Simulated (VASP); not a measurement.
# K (I4/mmm) in VASP: notebook

Runs on K. Level: PBE. Tasks: single point.

All numbers are computed with VASP 6.6.1; they aren't measurements. Logs are shortened: lines on timing, memory, paths and dates and some standing lists are left out, and cuts for length are marked.

## Step 1: The cell of the first run

Symmetry: I4/mmm, No. 139, tetragonal system. Conventional cell: a = 6.045 Å, b = 6.045 Å, c = 3.929 Å, α = 90.00°, β = 90.00°, γ = 90.00°. K (site symmetry 4/mmm) has 10 K at 3.93 to 4.70 Å within 5.2 Å.

## Step 2: Single point, PBE

INCAR

```
  PREC = Accurate
  ENCUT = 520
  EDIFF = 1E-7
  ISMEAR = 0
  SIGMA = 0.15
  LREAL = False
  LASPH = True
  NELM = 100
  ALGO = Fast
  ISIF = 2
  LWAVE = False
  LCHARG = False
  GGA = PE
  NBANDS = 10
```

KPOINTS

```
Automatic mesh
0
Gamma
  14 14 14
```

POSCAR

```
K
1.0
   -3.0222602326      3.0222602326      1.9644691512
    3.0222602326     -3.0222602326      1.9644691512
    3.0222602326      3.0222602326     -1.9644691512
K
1
Direct
    0.0000000000      0.0000000000      0.0000000000
```

Potentials or basis: VASP PAW PBE potentials, release 64 (K_sv).

Started as:

```bash
> cat potpaw_PBE.64/K_sv/POTCAR > POTCAR
> mpirun -np 1 vasp_std > vasp.out
```

OUTCAR:

```text
PREC = Accurate
   ENCUT = 520
   EDIFF = 1E-7
   ISMEAR = 0
   LREAL = False
   LASPH = True
   NELM = 100
   ISIF = 2
   GGA = PE

 ion  position               nearest neighbor table
   1  0.000  0.000  0.000-

  LATTYP: Found a body centered tetragonal cell.
 ALAT       =     6.0445204652
 C/A-ratio  =     0.6500000000

  Lattice vectors:

 A1 = (  -3.0222602326,   3.0222602326,   1.9644691512)
 A2 = (   3.0222602326,  -3.0222602326,   1.9644691512)
 A3 = (   3.0222602326,   3.0222602326,  -1.9644691512)

Analysis of symmetry for initial positions (statically):
=====================================================================
 Subroutine PRICEL returns:
 Original cell was already a primitive cell.

 Routine SETGRP: Setting up the symmetry group for a
 body centered tetragonal supercell.

 Subroutine GETGRP returns: Found 16 space group operations
 (whereof 16 operations were pure point group operations)
 out of a pool of 16 trial point group operations.

The static configuration has the point symmetry D_4h.

Analysis of symmetry for dynamics (positions and initial velocities):
=====================================================================
 Subroutine PRICEL returns:
 Original cell was already a primitive cell.

 Routine SETGRP: Setting up the symmetry group for a
 body centered tetragonal supercell.

 Subroutine GETGRP returns: Found 16 space group operations
 (whereof 16 operations were pure point group operations)
 out of a pool of 16 trial point group operations.

The dynamic configuration has the point symmetry D_4h.

 Subroutine INISYM returns: Found 16 space group operations
 (whereof 16 operations are pure point group operations),
 and found     1 'primitive' translations

----------------------------------------------------------------------------------------

                                     Primitive cell

  volume of cell :      71.7743

  direct lattice vectors                    reciprocal lattice vectors
    -3.022260233  3.022260233  1.964469151     0.000000000  0.165439096  0.254521686
     3.022260233 -3.022260233  1.964469151     0.165439096  0.000000000  0.254521686
     3.022260233  3.022260233 -1.964469151     0.165439096  0.165439096  0.000000000

  length of vectors
     4.703961402  4.703961402  4.703961402     0.303564463  0.303564463  0.233966213

  position of ions in fractional coordinates (direct lattice)
     0.000000000  0.000000000  0.000000000

  ion indices of the primitive-cell ions
   primitive index   ion index
                 1           1

----------------------------------------------------------------------------------------

 KPOINTS: Automatic mesh

Automatic generation of k-mesh.
 Grid dimensions read from file:
 generate k-points for:   14   14   14

 Generating k-lattice:

  Cartesian coordinates                     Fractional coordinates (reciprocal lattice)
     0.000000000  0.011817078  0.018180120     0.071428571  0.000000000  0.000000000
     0.011817078  0.000000000  0.018180120     0.000000000  0.071428571  0.000000000
     0.011817078  0.011817078  0.000000000     0.000000000  0.000000000  0.071428571

  Length of vectors
     0.021683176  0.021683176  0.016711872

  Shift w.r.t. Gamma in fractional coordinates (k-lattice)
     0.000000000  0.000000000  0.000000000

 Subroutine IBZKPT returns following result:
 ===========================================

 Found    244 irreducible k-points:

 Following reciprocal coordinates:
            Coordinates               Weight
  0.000000  0.000000  0.000000      1.000000
  0.071429  0.000000 -0.000000      8.000000
  0.142857  0.000000 -0.000000      8.000000
  0.214286 -0.000000  0.000000      8.000000
  0.285714  0.000000  0.000000      8.000000
  0.357143 -0.000000  0.000000      8.000000
[... 16 lines left out ...]
  0.214286  0.142857  0.000000     16.000000
  0.285714  0.142857  0.000000     16.000000
 [... further k-points ...]
   k-points           NKPTS =    244   k-points in BZ     NKDIM =    244   number of bands    NBANDS=     10
   number of dos      NEDOS =    301   number of ions     NIONS =      1
   total plane-waves  NPLWV =  46656
   dimension x,y,z NGX =    36 NGY =   36 NGZ =   36
   dimension x,y,z NGXF=    72 NGYF=   72 NGZF=   72
   ions per type =               1
   NGX,Y,Z   is equivalent  to a cutoff of  12.72, 12.72, 12.72 a.u.
   NGXF,Y,Z  is equivalent  to a cutoff of  25.45, 25.45, 25.45 a.u.
 SYSTEM =  unknown system
   PREC   = accura    normal or accurate (medium, high low for compatibility)
   ISTART =      0    job   : 0-new  1-cont  2-samecut
   ICHARG =      2    charge: 1-file 2-atom 10-const
   ISPIN  =      1    spin polarized calculation?
   LNONCOLLINEAR =      F non collinear calculations
   LSORBIT =      F    spin-orbit coupling
   LASPH  =      T    aspherical Exc in radial PAW
   ENCUT  =  520.0 eV  38.22 Ry    6.18 a.u.   8.75  8.75  8.75*2*pi/ulx,y,z
   NELM   =    100;   NELMIN=  2; NELMDL= -5     # of ELM steps
   EDIFF  = 0.1E-06   stopping-criterion for ELM
   LREAL  =      F    real-space projection
   EDIFFG = 0.1E-05   stopping-criterion for IOM
   NSW    =      0    number of steps for IOM
   IBRION =     -1    ionic relax: 0-MD 1-quasi-New 2-CG
   NFREE  =      0    steps in history (QN), initial steepest desc. (CG)
   ISIF   =      2    stress and relaxation
   ISYM   =      2    0-nonsym 1-usesym 2-fastsym
   POTIM  = 0.5000    time-step for ionic-motion
   TEBEG  =    0.0;   TEEND  =   0.0 temperature during run
   PSTRESS=    0.0 pullay stress
   NELECT =       9.0000    total number of electrons
   NUPDOWN=      -1.0000    fix difference up-down
   EMIN   =  10.00;   EMAX   =-10.00  energy-range for DOS
   EFERMI =   0.00;   METHOD = LEGACY
   ISMEAR =     0;   SIGMA  =   0.15  broadening in eV -4-tet -1-fermi 0-gaus
   EFERMI_NEDOS =   21; number of points for ismear=-14 and -15
   IALGO  =     68    algorithm
   IMIX   =      4    mixing-type and parameters
     AMIX     =   0.40;   BMIX     =  1.00
     AMIX_MAG =   1.60;   BMIX_MAG =  1.00
  volume/ion in A,a.u.               =      71.77       484.36
  Fermi-wavevector in a.u.,A,eV,Ry     =   0.819406  1.548454  9.135317  0.671427
  Thomas-Fermi vector in A             =   1.930206
   LORBIT       =      0    0 simple, 1 ext, 2 COOP (PROOUT), +10 PAW based schemes
   GGA     = PE    functional components
   LHFCALC =     F    Hartree Fock is set to
   AEXX    =    0.0000 exact exchange contribution
   IVDW    =     0    specifies the selected vdW correction
   LEPSILON=     F    determine dielectric tensor
   LRPA    =     F    only Hartree local field effects (RPA)
 non-spin polarized calculation
 RMM-DIIS sequential band-by-band and
 Gauss-broadening in eV      SIGMA  =   0.15
  energy-cutoff  :      520.00
  volume of cell :       71.77
 maximum number of plane-waves:      1954
   NGX = 17   NGY = 17   NGZ = 17

 number of electron       9.0000000 magnetization

 Free energy of the ion-electron system (eV)
  ---------------------------------------------------
  ext. energy  EPLUGINS =         0.00000000
  ---------------------------------------------------
  free energy    TOTEN  =        -0.96911526 eV

  energy without entropy =       -0.96108298  energy(sigma->0) =       -0.96509912

 E-fermi :  -0.0348     XC(G=0):  -5.7009

 val. band max:       -0.0551247687   @ k =  -0.3571   0.5000   0.1429
 cond. band min:      -0.0335914953   @ k =   0.2143   0.1429   0.1429
 fundamental gap:      0.0215332734
 Fermi energy:        -0.0348058625

 k-point     1 :       0.0000    0.0000    0.0000
  band No.  band energies     occupation
      1     -32.2824      2.00000
      2     -15.7254      2.00000
      3     -15.7254      2.00000
      4     -15.6947      2.00000
      5      -2.2422      2.00000
      6       2.9153      0.00000
      7       3.6386      0.00000
      8       5.6085      0.00000
      9       5.6166      0.00000
     10       6.1837      0.00000

 k-point     2 :       0.0714    0.0000   -0.0000
  band No.  band energies     occupation
      1     -32.2816      2.00000
      2     -15.7257      2.00000
      3     -15.7255      2.00000
      4     -15.7048      2.00000
      5      -2.1593      2.00000
      6       2.9310      0.00000
      7       3.6721      0.00000
      8       5.2649      0.00000
      9       5.2951      0.00000
     10       5.8331      0.00000

 k-point     3 :       0.1429    0.0000   -0.0000
  band No.  band energies     occupation
      1     -32.2795      2.00000
      2     -15.7349      2.00000
      3     -15.7259      2.00000
      4     -15.7245      2.00000
      5      -1.9143      2.00000
      6       2.9596      0.00000
      7       3.7110      0.00000
      8       4.8428      0.00000
      9       4.8911      0.00000
     10       5.6717      0.00000

 k-point     4 :       0.2143   -0.0000    0.0000
  band No.  band energies     occupation
      1     -32.2763      2.00000
      2     -15.7748      2.00000
      3     -15.7264      2.00000
      4     -15.7258      2.00000
      5      -1.5183      2.00000
      6       2.9466      0.00000
      7       3.5447      0.00000
      8       4.6565      0.00000
      9       4.7471      0.00000
     10       5.4488      0.00000
[... 222 lines left out ...]
 k-point    22 :       0.1429    0.1429   -0.0000
  band No.  band energies     occupation
      1     -32.2731      2.00000
      2     -15.8179      2.00000
      3     -15.7272      2.00000
      4     -15.7207      2.00000
      5      -1.1633      2.00000
      6       2.9378      0.00000
      7       3.5704      0.00000
      8       4.1428      0.00000
      9       5.0151      0.00000
     10       5.2899      0.00000

 k-point    23 :       0.2143    0.1429    0.0000
  band No.  band energies     occupation
      1     -32.2699      2.00000
      2     -15.8576      2.00000
      3     -15.7276      2.00000
      4     -15.7213      2.00000
      5      -0.5940      2.00000
      6       2.7527      0.00000
      7       2.9761      0.00000
      8       4.3695      0.00000
      9       5.0103      0.00000
     10       5.4309      0.00000

 k-point    24 :       0.2857    0.1429    0.0000
  band No.  band energies     occupation
      1     -32.2676      2.00000
      2     -15.8851      2.00000
      3     -15.7277      2.00000
      4     -15.7240      2.00000
      5       0.0701      0.32272
      6       2.3128      0.00000
      7       2.6044      0.00000
      8       4.5553      0.00000
      9       4.8155      0.00000
     10       5.7131      0.00000

 [... further k-points ...]

------------------------ aborting loop because EDIFF is reached ----------------------------------------

  FORCE on cell =-STRESS in cart. coord.  units (eV):
  Direction    XX          YY          ZZ          XY          YZ          ZX
  --------------------------------------------------------------------------------------
  -------------------------------------------------------------------------------------
  Total       -0.1411579     -0.1411579      0.7026783      0.0000000     -0.0000000      0.0000000
  in kB       -3.1509893     -3.1509893     15.6854934      0.0000000     -0.0000000      0.0000000
  external PRESSURE =       3.1278382 kB  Pullay stress =       0.0000000 kB

 VOLUME and BASIS-vectors are now :
 -----------------------------------------------------------------------------
  energy-cutoff  :      520.00
  volume of cell :       71.77
      direct lattice vectors                 reciprocal lattice vectors
    -3.022260233  3.022260233  1.964469151     0.000000000  0.165439096  0.254521686
     3.022260233 -3.022260233  1.964469151     0.165439096  0.000000000  0.254521686
     3.022260233  3.022260233 -1.964469151     0.165439096  0.165439096  0.000000000

 POSITION                                       TOTAL-FORCE (eV/Angst)
 -----------------------------------------------------------------------------------
      0.00000      0.00000      0.00000         0.000000     -0.000000     -0.000000
 -----------------------------------------------------------------------------------
    total drift:                               -0.000000      0.000000      0.000000

  FREE ENERGIE OF THE ION-ELECTRON SYSTEM (eV)
  ---------------------------------------------------
  free  energy   TOTEN  =        -0.9691152592 eV

  energy  without entropy=       -0.9610829821  energy(sigma->0) =       -0.96509912
```

It took 5 min on 1 thread of Intel Xeon 8259CL, shared host; peak memory 0.32 GiB.

Results:

```
Free energy            : -0.9691 eV
Pressure               : 0.3 GPa
Band gap on the k mesh : zero (an odd number of electrons rules out a gap without spin polarisation)
```

Stress tensor (GPa, compression positive):
```
-0.32  0.00  0.00
 0.00 -0.32  0.00
 0.00  0.00  1.57
```

## Step 3: Single point, PBE

INCAR

```
SYSTEM = K
  PREC = Accurate
  ENCUT = 520
  EDIFF = 1E-7
  ISMEAR = 0
  SIGMA = 0.15
  LREAL = .False.
  LASPH = .True.
  NELM = 100
  ALGO = Fast
  ISIF = 2
  LWAVE = .False.
  LCHARG = .True.
  GGA = PE
  LELF = .True.
  LVHAR = .True.
  NBANDS = 10
```

KPOINTS

```
Automatic mesh
0
Gamma
  14 14 14
  0 0 0
```

POSCAR

```
K
1.0
   -2.2870336567      2.2870336567      3.4305504850
    2.2870336567     -2.2870336567      3.4305504850
    2.2870336567      2.2870336567     -3.4305504850
K
1
Direct
    0.0000000000      0.0000000000      0.0000000000
```

Potentials or basis: VASP PAW PBE potentials, release 64 (K_sv).

Started as:

```bash
> cat potpaw_PBE.64/K_sv/POTCAR > POTCAR
> mpirun -np 1 vasp_std > vasp.out
```

Wall time 4.5 min (1 thread of Intel Xeon 8259CL, shared host); peak memory 0.32 GiB.

Results (log left out):

```
Free energy            : -1.0510 eV
Pressure               : 0.1 GPa
Band gap on the k mesh : zero (an odd number of electrons rules out a gap without spin polarisation)
```

Stress tensor (GPa, compression positive):
```
0.13 0.00 0.00
0.00 0.13 0.00
0.00 0.00 0.05
```

Levels at points of the mesh, in eV from the Fermi level:
```tsv
k point	band 1	band 2	band 3	band 4	band 5	band 6	band 7	band 8	band 9	band 10
(0.00, 0.00, 0.00)	-32.12	-15.57	-15.57	-15.57	-2.20	4.10	4.31	4.31	5.26	5.69
(0.50, 0.00, 0.00)	-32.12	-15.64	-15.58	-15.58	0.32	0.56	3.84	4.18	6.22	6.43
(0.50, 0.50, 0.00)	-32.12	-15.64	-15.61	-15.59	0.97	1.54	2.27	4.84	4.91	5.66
(0.50, 0.50, 0.50)	-32.12	-15.64	-15.59	-15.59	0.74	1.13	2.45	5.28	5.28	5.72
```

[end of part 1 of 2]
